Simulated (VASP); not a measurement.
Runs of VASP 6.6.1 on AlN. The structure is that of space group Cc (No. 9), or close to it. The cells are those of the table. 

```tsv
cell	gap on the mesh (eV)	pressure (GPa)	largest force (eV/Å)
atoms relaxed from a = 3.092, b = 3.090, c = 4.752 Å, angles 87.1, 95.8, 120.0°, 4 atoms	(a)	9.5	0.01
atoms relaxed from a = 3.104, b = 3.092, c = 4.837 Å, angles 84.2, 101.6, 120.1°, 4 atoms	3.49	7.3	-
atoms relaxed from a = 3.104, b = 3.092, c = 4.772 Å, angles 84.2, 101.7, 120.1°, 4 atoms	3.49	10.5	0.01
atoms relaxed from a = 3.123, b = 3.097, c = 4.868 Å, angles 81.4, 107.3, 120.3°, 4 atoms	2.66	8.6	0.01
atoms relaxed from a = 3.104, b = 3.092, c = 4.903 Å, angles 84.3, 101.5, 120.1°, 4 atoms	3.49	4.2	0.01
atoms relaxed from a = 3.123, b = 3.097, c = 4.803 Å, angles 81.3, 107.4, 120.3°, 4 atoms	2.61	12.2	0.01
atoms relaxed from a = 3.123, b = 3.097, c = 4.934 Å, angles 81.4, 107.2, 120.3°, 4 atoms	2.71	5.3	0.01
atoms relaxed from a = 3.092, b = 3.090, c = 4.818 Å, angles 87.1, 95.8, 120.0°, 4 atoms	(b)	6.5	0.01
```

Alike in all rows: task relaxation of the atoms; level LDA; potentials or basis VASP PAW LDA potentials, release 64 (Al, N); no spin polarisation; k mesh 9 × 9 × 6; cutoff (eV) 520; smearing gaussian 0.05 eV.

Task: Fill in the values left out.

Result: (a) 4.19; (b) 4.17.

A k mesh can miss the band edges.
